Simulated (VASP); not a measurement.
# ZnTc in VASP: a series of runs

Runs on ZnTc. Level: LDA. Tasks: relaxation of cell and atoms, single point.

Program: VASP 6.6.1. These are calculated values, not measurements. Logs are shortened: lines on timing, memory, paths and dates and some standing lists are left out, and cuts for length are marked.

### Step 1. The cell of the first run

The typed cell holds 8 atoms: a = 5.322 Å, b = 5.322 Å, c = 5.322 Å, α = 60.00°, β = 90.00°, γ = 60.00°.

### Step 2. Relaxation of cell and atoms, LDA

Contents of INCAR:

```
SYSTEM = ZnTc
ALGO = Normal
EDIFF = 1E-7
EDIFFG = -0.01
ENCUT = 600
IBRION = 2
ISIF = 3
ISMEAR = -1
KPAR = 4
LASPH = .True.
LCHARG = .False.
LREAL = .False.
LWAVE = .False.
NELM = 80
NSW = 80
PREC = Accurate
SIGMA = 0.1
```

Contents of KPOINTS:

```
k-points
0
Gamma
  7 7 7
  0 0 0
```

Contents of POSCAR:

```
ZnTc
1.0
   -0.7793567994      2.6611994303      4.5427990210
    3.7634422217      0.0000000000      3.7634422217
    4.5427990210      2.6611994303     -0.7793567994
Zn Tc
4 4
Direct
    0.0000000000      0.0000000000      0.0000000000
    0.0000000000      0.0000000000      0.5000000000
    0.0000000000      0.5000000000      0.5000000000
    0.5000000000      0.5000000000      0.5000000000
    0.0000000000      0.5000000000      0.0000000000
    0.5000000000      0.0000000000      0.0000000000
    0.5000000000      0.0000000000      0.5000000000
    0.5000000000      0.5000000000      0.0000000000
```

Potentials or basis: VASP PAW LDA potentials, release 64 (Zn, Tc_pv).

Launch:

```
> cat potpaw_LDA.64/Zn/POTCAR potpaw_LDA.64/Tc_pv/POTCAR > POTCAR
> mpirun -np 4 vasp_std > vasp.out
```

OUTCAR:

```text
SYSTEM = ZnTc
   EDIFF = 1E-7
   EDIFFG = -0.01
   ENCUT = 600
   IBRION = 2
   ISIF = 3
   ISMEAR = -1
   LASPH = .True.
   LREAL = .False.
   NELM = 80
   NSW = 80
   PREC = Accurate

 ion  position               nearest neighbor table
   1  0.000  0.000  0.000-   2 2.66   6 2.66   2 2.66   6 2.66   3 2.66   8 2.66   3 2.66   8 2.66
                             5 2.66   5 2.66   4 2.66   4 2.66
   2  0.000  0.000  0.500-   1 2.66   7 2.66   1 2.66   7 2.66   4 2.66   5 2.66   4 2.66   5 2.66
                             3 2.66   3 2.66   8 2.66   8 2.66
   3  0.000  0.500  0.500-   4 2.66   5 2.66   5 2.66   4 2.66   1 2.66   7 2.66   1 2.66   7 2.66
                             2 2.66   2 2.66   6 2.66   6 2.66
   4  0.500  0.500  0.500-   3 2.66   8 2.66   8 2.66   3 2.66   2 2.66   6 2.66   2 2.66   6 2.66
                             7 2.66   7 2.66   1 2.66   1 2.66
   5  0.000  0.500  0.000-   3 2.66   8 2.66   3 2.66   8 2.66   2 2.66   6 2.66   6 2.66   2 2.66
                             1 2.66   1 2.66   7 2.66   7 2.66
   6  0.500  0.000  0.000-   1 2.66   7 2.66   7 2.66   1 2.66   4 2.66   5 2.66   4 2.66   5 2.66
                             8 2.66   8 2.66   3 2.66   3 2.66
   7  0.500  0.000  0.500-   2 2.66   6 2.66   6 2.66   2 2.66   3 2.66   8 2.66   8 2.66   3 2.66
                             4 2.66   4 2.66   5 2.66   5 2.66
   8  0.500  0.500  0.000-   4 2.66   5 2.66   4 2.66   5 2.66   1 2.66   7 2.66   1 2.66   7 2.66
                             6 2.66   6 2.66   2 2.66   2 2.66

  LATTYP: Found a body centered orthorhombic cell.
 ALAT       =     5.3223110311
 B/A-ratio  =     1.0000165021
 C/A-ratio  =     1.4141723207

  Lattice vectors:

 A1 = (  -4.5427990211,   2.6611994303,   0.7793567993)
 A2 = (  -0.7793567993,  -2.6611994303,   4.5427990211)
 A3 = (   4.5427990210,   2.6611994303,  -0.7793567994)

Analysis of symmetry for initial positions (statically):
=====================================================================
 Subroutine PRICEL returns:
 Original cell was already a primitive cell.

 Routine SETGRP: Setting up the symmetry group for a
 body centered orthorhombic supercell.

 Subroutine GETGRP returns: Found  8 space group operations
 (whereof  4 operations were pure point group operations)
 out of a pool of  8 trial point group operations.

The static configuration has the point symmetry C_2h.
 The point group associated with its full space group is D_2h.

Analysis of symmetry for dynamics (positions and initial velocities):
=====================================================================
 Subroutine PRICEL returns:
 Original cell was already a primitive cell.

 Routine SETGRP: Setting up the symmetry group for a
 body centered orthorhombic supercell.

 Subroutine GETGRP returns: Found  8 space group operations
 (whereof  4 operations were pure point group operations)
 out of a pool of  8 trial point group operations.

The dynamic configuration has the point symmetry C_2h.
 The point group associated with its full space group is D_2h.

 Subroutine INISYM returns: Found  8 space group operations
 (whereof  4 operations are pure point group operations),
 and found     1 'primitive' translations

----------------------------------------------------------------------------------------

                                     Primitive cell

  volume of cell :     106.6057

  direct lattice vectors                    reciprocal lattice vectors
    -0.779356799  2.661199430  4.542799021    -0.093946892  0.187885205  0.093946892
     3.763442222  0.000000000  3.763442222     0.132857095 -0.187885205  0.132857095
     4.542799021  2.661199430 -0.779356799     0.093946892  0.187885205 -0.093946892

  length of vectors
     5.322255384  5.322311031  5.322255384     0.230114944  0.265711997  0.230114944

  position of ions in fractional coordinates (direct lattice)
     0.000000000  0.000000000  0.000000000
     1.000000000  1.000000000  0.500000000
     1.000000000  0.500000000  0.500000000
     0.500000000  0.500000000  0.500000000
     0.000000000  0.500000000  0.000000000
     0.500000000  1.000000000  0.000000000
     0.500000000  1.000000000  0.500000000
     0.500000000  0.500000000  0.000000000

  ion indices of the primitive-cell ions
   primitive index   ion index
                 1           1
                 2           2
                 3           3
                 4           4
                 5           5
                 6           6
                 7           7
                 8           8

----------------------------------------------------------------------------------------

 KPOINTS: k-points

Automatic generation of k-mesh.
 Grid dimensions read from file:
 generate k-points for:    7    7    7

 Generating k-lattice:

  Cartesian coordinates                     Fractional coordinates (reciprocal lattice)
    -0.013420985  0.026840744  0.013420985     0.142857143  0.000000000 -0.000000000
     0.018979585 -0.026840744  0.018979585    -0.000000000  0.142857143 -0.000000000
     0.013420985  0.026840744 -0.013420985    -0.000000000  0.000000000  0.142857143

  Length of vectors
     0.032873563  0.037958857  0.032873563

  Shift w.r.t. Gamma in fractional coordinates (k-lattice)
     0.000000000  0.000000000  0.000000000

 Subroutine IBZKPT returns following result:
 ===========================================

 Found     64 irreducible k-points:

 Following reciprocal coordinates:
            Coordinates               Weight
  0.000000  0.000000  0.000000      1.000000
  0.142857  0.000000  0.000000      4.000000
  0.285714  0.000000 -0.000000      4.000000
  0.428571  0.000000 -0.000000      4.000000
  0.000000  0.142857  0.000000      4.000000
  0.142857  0.142857  0.000000      4.000000
[... 16 lines left out ...]
 -0.428571  0.428571  0.000000      8.000000
 -0.285714  0.428571  0.000000      8.000000
 [... further k-points ...]
   k-points           NKPTS =     64   k-points in BZ     NKDIM =     64   number of bands    NBANDS=     60
   number of dos      NEDOS =    301   number of ions     NIONS =      8
   total plane-waves  NPLWV = 110592
   dimension x,y,z NGX =    48 NGY =   48 NGZ =   48
   dimension x,y,z NGXF=    96 NGYF=   96 NGZF=   96
   ions per type =               4   4
   NGX,Y,Z   is equivalent  to a cutoff of  14.99, 14.99, 14.99 a.u.
   NGXF,Y,Z  is equivalent  to a cutoff of  29.99, 29.99, 29.99 a.u.
 SYSTEM =  ZnTc
   PREC   = accura    normal or accurate (medium, high low for compatibility)
   ISTART =      0    job   : 0-new  1-cont  2-samecut
   ICHARG =      2    charge: 1-file 2-atom 10-const
   ISPIN  =      1    spin polarized calculation?
   LNONCOLLINEAR =      F non collinear calculations
   LSORBIT =      F    spin-orbit coupling
   LASPH  =      T    aspherical Exc in radial PAW
   ENCUT  =  600.0 eV  44.10 Ry    6.64 a.u.  10.63 10.63 10.63*2*pi/ulx,y,z
   NELM   =     80;   NELMIN=  2; NELMDL= -5     # of ELM steps
   EDIFF  = 0.1E-06   stopping-criterion for ELM
   LREAL  =      F    real-space projection
   EDIFFG = -.1E-01   stopping-criterion for IOM
   NSW    =     80    number of steps for IOM
   IBRION =      2    ionic relax: 0-MD 1-quasi-New 2-CG
   NFREE  =      1    steps in history (QN), initial steepest desc. (CG)
   ISIF   =      3    stress and relaxation
   ISYM   =      2    0-nonsym 1-usesym 2-fastsym
   POTIM  = 0.5000    time-step for ionic-motion
   TEBEG  =    0.0;   TEEND  =   0.0 temperature during run
   PSTRESS=    0.0 pullay stress
   NELECT =     100.0000    total number of electrons
   NUPDOWN=      -1.0000    fix difference up-down
   EMIN   =  10.00;   EMAX   =-10.00  energy-range for DOS
   EFERMI =   0.00;   METHOD = LEGACY
   ISMEAR =    -1;   SIGMA  =   0.10  broadening in eV -4-tet -1-fermi 0-gaus
   EFERMI_NEDOS =   21; number of points for ismear=-14 and -15
   IALGO  =     38    algorithm
   IMIX   =      4    mixing-type and parameters
     AMIX     =   0.40;   BMIX     =  1.00
     AMIX_MAG =   1.60;   BMIX_MAG =  1.00
  volume/ion in A,a.u.               =      13.33        89.93
  Fermi-wavevector in a.u.,A,eV,Ry     =   1.602562  3.028402 34.942535  2.568204
  Thomas-Fermi vector in A             =   2.699363
   LORBIT       =      0    0 simple, 1 ext, 2 COOP (PROOUT), +10 PAW based schemes
   GGA     = CA    functional components
   LHFCALC =     F    Hartree Fock is set to
   AEXX    =    0.0000 exact exchange contribution
   IVDW    =     0    specifies the selected vdW correction
   LEPSILON=     F    determine dielectric tensor
   LRPA    =     F    only Hartree local field effects (RPA)
 conjugate gradient relaxation of ions
 non-spin polarized calculation
  energy-cutoff  :      600.00
  volume of cell :      106.61
 maximum number of plane-waves:      3590
 NGX is ok and might be reduce to    48
   NGX = 21   NGY = 21   NGZ = 21

--------------------------------------- Ionic step        1  -------------------------------------------

 number of electron     100.0000025 magnetization

 Free energy of the ion-electron system (eV)
  ---------------------------------------------------
  ext. energy  EPLUGINS =         0.00000000
  ---------------------------------------------------
  free energy    TOTEN  =       -54.05368194 eV

  energy without entropy =      -53.84662121  energy(sigma->0) =      -53.95015158

------------------------ aborting loop because EDIFF is reached ----------------------------------------

  FORCE on cell =-STRESS in cart. coord.  units (eV):
  Direction    XX          YY          ZZ          XY          YZ          ZX
  --------------------------------------------------------------------------------------
  -------------------------------------------------------------------------------------
  Total        0.4664124      0.4635588      0.4664124     -0.0000000     -0.0000000     -0.0002366
  in kB        7.0097156      6.9668288      7.0097156     -0.0000000     -0.0000000     -0.0035557
  external PRESSURE =       6.9954200 kB  Pullay stress =       0.0000000 kB
[... 69 lines left out ...]
  energy  without entropy=      -53.8432809386  energy(sigma->0) =      -53.94775631

--------------------------------------- Ionic step        3  -------------------------------------------

 number of electron     100.0000022 magnetization

 Free energy of the ion-electron system (eV)
  ---------------------------------------------------
  ext. energy  EPLUGINS =         0.00000000
  ---------------------------------------------------
  free energy    TOTEN  =       -54.05439891 eV

  energy without entropy =      -53.84666038  energy(sigma->0) =      -53.95052965

 E-fermi :   8.7750     XC(G=0): -13.5434

 val. band max:        8.7542492738   @ k =   0.4286  -0.4286   0.1429
 cond. band min:       8.7757374419   @ k =  -0.4286   0.2857  -0.0000
 fundamental gap:      0.0214881681
 Fermi energy:         8.7750271176

 k-point     1 :       0.0000    0.0000    0.0000
  band No.  band energies     occupation
      1     -31.0489      2.00000
      2     -30.4090      2.00000
      3     -30.4089      2.00000
      4     -30.4089      2.00000
      5     -30.2065      2.00000
      6     -30.2065      2.00000
[... 1501 lines left out ...]
     59      12.4250      0.00000
     60      13.7520      0.00000

 [... further k-points ...]

------------------------ aborting loop because EDIFF is reached ----------------------------------------

  FORCE on cell =-STRESS in cart. coord.  units (eV):
  Direction    XX          YY          ZZ          XY          YZ          ZX
  --------------------------------------------------------------------------------------
  -------------------------------------------------------------------------------------
  Total       -0.0163975     -0.0183615     -0.0163975      0.0000000      0.0000000     -0.0004828
  in kB       -0.2456899     -0.2751176     -0.2456899      0.0000000      0.0000000     -0.0072338
  external PRESSURE =      -0.2554992 kB  Pullay stress =       0.0000000 kB
[... 23 lines left out ...]
  FREE ENERGIE OF THE ION-ELECTRON SYSTEM (eV)
  ---------------------------------------------------
  free  energy   TOTEN  =       -54.0543989094 eV

  energy  without entropy=      -53.8466603836  energy(sigma->0) =      -53.95052965

 reached required accuracy - stopping structural energy minimisation
```

Wall time 3.4 min (4 MPI ranks of Intel Xeon 6975P-C (Granite Rapids), shared host); peak memory 0.53 GiB.

Results:

- Free energy: -54.0544 eV
- Relaxed volume: 13.37 Å³/atom
- Relaxed cell: a = 5.328 Å, b = 5.328 Å, c = 5.328 Å, α = 60.00°, β = 90.00°, γ = 60.00°
- Space group after relaxing (to 0.1 Å): Fd-3m (No. 227)
- Energy gained by relaxing: 0.1 meV/atom
- Ionic steps: 3
- Pressure after relaxing: 0.0 GPa
- Band gap on the k mesh: zero (bands 50 and 51 overlap by 0.87 eV)

Step by step:
```
step  energy change (eV)  largest force (eV/Å)  pressure (GPa)  volume (Å³)
   1              0.0000                0.0000            0.70       106.61
   2              0.0015                0.0000           -1.18       107.51
   3             -0.0007                0.0000           -0.03       106.93
```

Final structure:
```
CELL_PARAMETERS angstrom
-0.78015 2.66389 4.54741
3.76726 0.00000 3.76726
4.54741 2.66389 -0.78015
ATOMIC_POSITIONS crystal
Zn 0.00000 0.00000 0.00000
Zn 0.00000 0.00000 0.50000
Zn 0.00000 0.50000 0.50000
Zn 0.50000 0.50000 0.50000
Tc 0.00000 0.50000 0.00000
Tc 0.50000 0.00000 0.00000
Tc 0.50000 0.00000 0.50000
Tc 0.50000 0.50000 0.00000
```

[end of part 1 of 2]

The gap in the log of VASP goes by the Fermi energy; the results here count the filled bands.